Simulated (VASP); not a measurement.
# AlN (F-43m) in VASP: single point with HSE06

Aim: the single point of AlN with HSE06.

All numbers are computed with VASP 6.6.1; they aren't measurements. Logs are shortened: lines on timing, memory, paths and dates and some standing lists are left out, and cuts for length are marked.

### 1 The cell of the first run

Symmetry: F-43m, No. 216, cubic system. The conventional cell has a = 4.514 Å, b = 4.514 Å, c = 4.514 Å, α = 90.00°, β = 90.00°, γ = 90.00°. Al (site symmetry -43m) has 4 N at 1.95 Å within 2.6 Å. N (site symmetry -43m) has 4 Al at 1.95 Å within 2.6 Å.

### 2 Single point, HSE06 (strain +3.3%)

File POSCAR:

```
AlN
1.0
    0.0000000000      2.2571958303      2.2571958303
    2.2571958303      0.0000000000      2.2571958303
    2.2571958303      2.2571958303      0.0000000000
Al N
1 1
Direct
    0.0000000000      0.0000000000      0.0000000000
    0.2500000000      0.2500000000      0.2500000000
```

File INCAR.step1:

```
SYSTEM = AlN
PREC = Accurate ; ENCUT = 520
EDIFF = 1E-5 ; ISMEAR = 0
SIGMA = 0.01 ; LREAL = .FALSE.
LASPH = .TRUE. ; NELM = 60
ALGO = Normal ; ISIF = 2
LWAVE = .TRUE. ; LCHARG = .FALSE.
GGA = PE ; NBANDS = 11
```

File INCAR.step2:

```
SYSTEM = AlN
PREC = Accurate ; ENCUT = 520
EDIFF = 1E-7 ; ISMEAR = 0
SIGMA = 0.01 ; LREAL = .FALSE.
LASPH = .TRUE. ; NELM = 60
ALGO = Normal ; ISIF = 2
LWAVE = .FALSE. ; LCHARG = .FALSE.
GGA = PE ; LHFCALC = .TRUE.
HFSCREEN = 0.2079 ; PRECFOCK = Normal
ISTART = 1 ; NBANDS = 11
```

File KPOINTS:

```
regular mesh
0
G
  8 8 8
  0 0 0
```

Potentials or basis: VASP PAW PBE potentials, release 64 (Al, N).

Command:

```bash
cat potpaw_PBE.64/Al/POTCAR potpaw_PBE.64/N/POTCAR > POTCAR
cp INCAR.step1 INCAR
mpirun -np 1 vasp_std > vasp.out
cp INCAR.step2 INCAR
mpirun -np 1 vasp_std > vasp.out
```

OUTCAR:

```text
SYSTEM = AlN
   PREC = Accurate
   ENCUT = 520
   EDIFF = 1E-7
   ISMEAR = 0
   LREAL = .FALSE.
   LASPH = .TRUE.
   NELM = 60
   ISIF = 2
   GGA = PE
   LHFCALC = .TRUE.
   HFSCREEN = 0.2079
   PRECFOCK = Normal
   ISTART = 1

 ion  position               nearest neighbor table
   1  0.000  0.000  0.000-   2 1.95   2 1.95   2 1.95   2 1.95
   2  0.250  0.250  0.250-   1 1.95   1 1.95   1 1.95   1 1.95

  LATTYP: Found a face centered cubic cell.
 ALAT       =     4.5143916606

  Lattice vectors:

 A1 = (   0.0000000000,   2.2571958303,   2.2571958303)
 A2 = (   2.2571958303,   0.0000000000,   2.2571958303)
 A3 = (   2.2571958303,   2.2571958303,   0.0000000000)

Analysis of symmetry for initial positions (statically):
=====================================================================
 Subroutine PRICEL returns:
 Original cell was already a primitive cell.

 Routine SETGRP: Setting up the symmetry group for a
 face centered cubic supercell.

 Subroutine GETGRP returns: Found 24 space group operations
 (whereof 24 operations were pure point group operations)
 out of a pool of 48 trial point group operations.

The static configuration has the point symmetry T_d .

Analysis of symmetry for dynamics (positions and initial velocities):
=====================================================================
 Subroutine PRICEL returns:
 Original cell was already a primitive cell.

 Routine SETGRP: Setting up the symmetry group for a
 face centered cubic supercell.

 Subroutine GETGRP returns: Found 24 space group operations
 (whereof 24 operations were pure point group operations)
 out of a pool of 48 trial point group operations.

The dynamic configuration has the point symmetry T_d .

 Subroutine INISYM returns: Found 24 space group operations
 (whereof 24 operations are pure point group operations),
 and found     1 'primitive' translations

----------------------------------------------------------------------------------------

                                     Primitive cell

  volume of cell :      23.0005

  direct lattice vectors                    reciprocal lattice vectors
     0.000000000  2.257195830  2.257195830    -0.221513789  0.221513789  0.221513789
     2.257195830  0.000000000  2.257195830     0.221513789 -0.221513789  0.221513789
     2.257195830  2.257195830  0.000000000     0.221513789  0.221513789 -0.221513789

  length of vectors
     3.192156956  3.192156956  3.192156956     0.383673136  0.383673136  0.383673136

  position of ions in fractional coordinates (direct lattice)
     0.000000000  0.000000000  0.000000000
     0.250000000  0.250000000  0.250000000

  ion indices of the primitive-cell ions
   primitive index   ion index
                 1           1
                 2           2

----------------------------------------------------------------------------------------

 KPOINTS: regular mesh

Automatic generation of k-mesh.
 Grid dimensions read from file:
 generate k-points for:    8    8    8

 Generating k-lattice:

  Cartesian coordinates                     Fractional coordinates (reciprocal lattice)
    -0.027689224  0.027689224  0.027689224     0.125000000  0.000000000  0.000000000
     0.027689224 -0.027689224  0.027689224     0.000000000  0.125000000  0.000000000
     0.027689224  0.027689224 -0.027689224     0.000000000  0.000000000  0.125000000

  Length of vectors
     0.047959142  0.047959142  0.047959142

  Shift w.r.t. Gamma in fractional coordinates (k-lattice)
     0.000000000  0.000000000  0.000000000

 Subroutine IBZKPT returns following result:
 ===========================================

 Found     29 irreducible k-points:

 Following reciprocal coordinates:
            Coordinates               Weight
  0.000000  0.000000  0.000000      1.000000
  0.125000  0.000000  0.000000      8.000000
  0.250000  0.000000  0.000000      8.000000
  0.375000  0.000000  0.000000      8.000000
  0.500000  0.000000  0.000000      4.000000
  0.125000  0.125000  0.000000      6.000000
[... 16 lines left out ...]
  0.500000  0.250000  0.125000     48.000000
 -0.375000  0.250000  0.125000     24.000000
 [... further k-points ...]
   k-points           NKPTS =     29   k-points in BZ     NKDIM =    512   number of bands    NBANDS=     11
   number of dos      NEDOS =    301   number of ions     NIONS =      2
   total plane-waves  NPLWV =  13824
   dimension x,y,z NGX =    24 NGY =   24 NGZ =   24
   dimension x,y,z NGXF=    48 NGYF=   48 NGZF=   48
   ions per type =               1   1
   NGX,Y,Z   is equivalent  to a cutoff of  12.50, 12.50, 12.50 a.u.
   NGXF,Y,Z  is equivalent  to a cutoff of  25.00, 25.00, 25.00 a.u.
 SYSTEM =  AlN
   PREC   = accura    normal or accurate (medium, high low for compatibility)
   ISTART =      1    job   : 0-new  1-cont  2-samecut
   ICHARG =      0    charge: 1-file 2-atom 10-const
   ISPIN  =      1    spin polarized calculation?
   LNONCOLLINEAR =      F non collinear calculations
   LSORBIT =      F    spin-orbit coupling
   LASPH  =      T    aspherical Exc in radial PAW
   ENCUT  =  520.0 eV  38.22 Ry    6.18 a.u.   5.94  5.94  5.94*2*pi/ulx,y,z
   NELM   =     60;   NELMIN=  2; NELMDL=  0     # of ELM steps
   EDIFF  = 0.1E-06   stopping-criterion for ELM
   LREAL  =      F    real-space projection
   EDIFFG = 0.1E-05   stopping-criterion for IOM
   NSW    =      0    number of steps for IOM
   IBRION =     -1    ionic relax: 0-MD 1-quasi-New 2-CG
   NFREE  =      0    steps in history (QN), initial steepest desc. (CG)
   ISIF   =      2    stress and relaxation
   ISYM   =      3    0-nonsym 1-usesym 2-fastsym
   POTIM  = 0.5000    time-step for ionic-motion
   TEBEG  =    0.0;   TEEND  =   0.0 temperature during run
   PSTRESS=    0.0 pullay stress
   NELECT =       8.0000    total number of electrons
   NUPDOWN=      -1.0000    fix difference up-down
   EMIN   =  10.00;   EMAX   =-10.00  energy-range for DOS
   EFERMI =   0.00;   METHOD = LEGACY
   ISMEAR =     0;   SIGMA  =   0.01  broadening in eV -4-tet -1-fermi 0-gaus
   EFERMI_NEDOS =   21; number of points for ismear=-14 and -15
   IALGO  =     38    algorithm
   IMIX   =      1    mixing-type and parameters
     AMIX     =   0.40;   BMIX     =  1.00
     AMIX_MAG =   1.60;   BMIX_MAG =  1.00
  volume/ion in A,a.u.               =      11.50        77.61
  Fermi-wavevector in a.u.,A,eV,Ry     =   1.151310  2.175660 18.034721  1.325515
  Thomas-Fermi vector in A             =   2.287968
   LORBIT       =      0    0 simple, 1 ext, 2 COOP (PROOUT), +10 PAW based schemes
   GGA     = PE    functional components
   LHFCALC =     T    Hartree Fock is set to
   PRECFOCK=normal    Normal, Fast or Accurate (Low or Medium for compatibility)
   ENCUT4O =  -1.0   cutoff for four orbital integrals eV
   NKREDX  =     1    reduce k-point grid by
   NKREDY  =     1    reduce k-point grid by
   NKREDZ  =     1    reduce k-point grid by
   AEXX    =    0.2500 exact exchange contribution
   HFSCREEN=    0.2079 screening length (either q_TF or 0.3 A-1)
   HFSCREENC=   0.2079 screening length for correlation (either q_TF or 0.3 A-1)
   ENCUTFOCK=  -1.0 apply spherical cutoff to Coloumb kernel
   IVDW    =     0    specifies the selected vdW correction
   LEPSILON=     F    determine dielectric tensor
   LRPA    =     F    only Hartree local field effects (RPA)
 non-spin polarized calculation
 Gauss-broadening in eV      SIGMA  =   0.01
  energy-cutoff  :      520.00
  volume of cell :       23.00
 maximum number of plane-waves:       636
  NGX = 18; NGY = 18; NGZ = 18

 number of electron       8.0000001 magnetization

 Free energy of the ion-electron system (eV)
  ---------------------------------------------------
  ext. energy  EPLUGINS =         0.00000000
  ---------------------------------------------------
  free energy    TOTEN  =       -17.26369380 eV

  energy without entropy =      -17.26369380  energy(sigma->0) =      -17.26369380

 E-fermi :   4.2761     XC(G=0):  -8.6845

 val. band max:        4.1891564509   @ k =   0.0000   0.0000   0.0000
 cond. band min:       8.6365833079   @ k =   0.5000   0.5000   0.0000
 fundamental gap:      4.4474268571
 Fermi energy:         4.2761085531

 k-point     1 :       0.0000    0.0000    0.0000
  band No.  band energies     occupation
      1     -11.7193      2.00000
      2       4.1892      2.00000
      3       4.1892      2.00000
      4       4.1892      2.00000
      5       8.8002      0.00000
      6      17.4129      0.00000
      7      17.4129      0.00000
      8      17.4129      0.00000
      9      22.9263      0.00000
     10      22.9263      0.00000
     11      24.1343      0.00000

 k-point     2 :       0.1250    0.0000    0.0000
  band No.  band energies     occupation
      1     -11.5034      2.00000
      2       2.9680      2.00000
      3       4.1037      2.00000
      4       4.1037      2.00000
      5       9.8031      0.00000
      6      16.8504      0.00000
      7      17.5966      0.00000
      8      17.5966      0.00000
      9      21.3772      0.00000
     10      21.3772      0.00000
     11      23.0280      0.00000

 k-point     3 :       0.2500    0.0000    0.0000
  band No.  band energies     occupation
      1     -10.9172      2.00000
      2       0.8332      2.00000
      3       3.9109      2.00000
      4       3.9109      2.00000
      5      11.2143      0.00000
      6      15.9257      0.00000
      7      17.3295      0.00000
      8      17.3295      0.00000
      9      21.3910      0.00000
     10      21.3910      0.00000
     11      22.1261      0.00000
[... 267 lines left out ...]
 k-point    23 :       0.5000    0.2500    0.1250
  band No.  band energies     occupation
      1      -9.8332      2.00000
      2      -0.5295      2.00000
      3       2.0644      2.00000
      4       3.2220      2.00000
      5      12.2651      0.00000
      6      14.5154      0.00000
      7      16.4705      0.00000
      8      17.9758      0.00000
      9      21.0096      0.00000
     10      24.5564      0.00000
     11      26.5421      0.00000

 k-point    24 :      -0.3750    0.2500    0.1250
  band No.  band energies     occupation
      1      -9.5352      2.00000
      2      -1.0210      2.00000
      3       1.8995      2.00000
      4       3.0368      2.00000
      5      12.3960      0.00000
      6      14.0915      0.00000
      7      17.1742      0.00000
      8      17.7567      0.00000
      9      21.9831      0.00000
     10      23.7822      0.00000
     11      26.7732      0.00000

 [... further k-points ...]

------------------------ aborting loop because EDIFF is reached ----------------------------------------

  FORCE on cell =-STRESS in cart. coord.  units (eV):
  Direction    XX          YY          ZZ          XY          YZ          ZX
  --------------------------------------------------------------------------------------
  -------------------------------------------------------------------------------------
  Total       -2.5535763     -2.5535763     -2.5535763      0.0000000      0.0000000      0.0000000
  in kB     -177.8777855   -177.8777855   -177.8777855      0.0000000      0.0000000      0.0000000
  external PRESSURE =    -177.8777855 kB  Pullay stress =       0.0000000 kB

 VOLUME and BASIS-vectors are now :
 -----------------------------------------------------------------------------
  energy-cutoff  :      520.00
  volume of cell :       23.00
      direct lattice vectors                 reciprocal lattice vectors
     0.000000000  2.257195830  2.257195830    -0.221513789  0.221513789  0.221513789
     2.257195830  0.000000000  2.257195830     0.221513789 -0.221513789  0.221513789
     2.257195830  2.257195830  0.000000000     0.221513789  0.221513789 -0.221513789

 POSITION                                       TOTAL-FORCE (eV/Angst)
 -----------------------------------------------------------------------------------
      0.00000      0.00000      0.00000         0.000000      0.000000      0.000000
      1.12860      1.12860      1.12860        -0.000000     -0.000000     -0.000000
 -----------------------------------------------------------------------------------
    total drift:                                0.000000     -0.000000      0.000000

  FREE ENERGIE OF THE ION-ELECTRON SYSTEM (eV)
  ---------------------------------------------------
  free  energy   TOTEN  =       -17.2636937959 eV

  energy  without entropy=      -17.2636937959  energy(sigma->0) =      -17.26369380
```

It took 14 min on 1 thread of Intel Xeon 6975P-C (Granite Rapids), shared host; peak memory 0.25 GiB.

Results:

| Quantity | Value |
| --- | --- |
| Free energy | -17.2637 eV |
| Pressure | -17.8 GPa |
| Band gap on the k mesh | 4.45 eV (least direct gap 4.61 eV) |

Caveat: the cell differs from its parent crystal (strain +3.3%); the cell stands under tension; the PAW data sets were made with another functional, which shifts forces and pressure a little.
